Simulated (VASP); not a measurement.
Write the native input for VASP 6.6.1 that does the following.

```
Task                   : single point
Functional             : LDA
Potentials or basis    : VASP PAW LDA potentials, release 64 (B, P)
Cutoff                 : 520 eV
k mesh                 : 8 × 8 × 8
Occupations            : gaussian, width 0.01 eV
Spin                   : no spin polarisation
Dipole correction      : no
Further INCAR settings : ALGO = Normal; EDIFF = 1e-07; NBANDS = 11
```

The structure of BP lies in POSCAR:

```
BP
1.0
    0.0000000000      2.2840269280      2.2840269280
    2.2840269280      0.0000000000      2.2840269280
    2.2840269280      2.2840269280      0.0000000000
B P
1 1
Direct
    0.0000000000      0.0000000000      0.0000000000
    0.2500000000      0.2500000000      0.2500000000
```

One way to write it, as run:

INCAR

```
SYSTEM = BP
PREC = Accurate
ENCUT = 520
EDIFF = 1E-7
ISMEAR = 0
SIGMA = 0.01
LREAL = .FALSE.
LASPH = .TRUE.
NELM = 100
ALGO = Normal
ISIF = 2
LWAVE = .FALSE.
LCHARG = .FALSE.
NBANDS = 11
```

KPOINTS

```
Automatic mesh
0
G
  8 8 8
  0 0 0
```

Potentials or basis: VASP PAW LDA potentials, release 64 (B, P).

The run is started by

```bash
$ cat potpaw_LDA.64/B/POTCAR potpaw_LDA.64/P/POTCAR > POTCAR
$ mpirun -np 1 vasp_std > vasp.out
```

Results of the run:

* Pressure: -8.3 GPa
* Band gap on the k mesh: 1.24 eV, indirect (least direct gap 3.35 eV)

It took 2.8 s on 1 thread of Intel(R) Xeon(R) 6975P-C (Granite Rapids), on a shared host, peak memory 0.12 GiB.
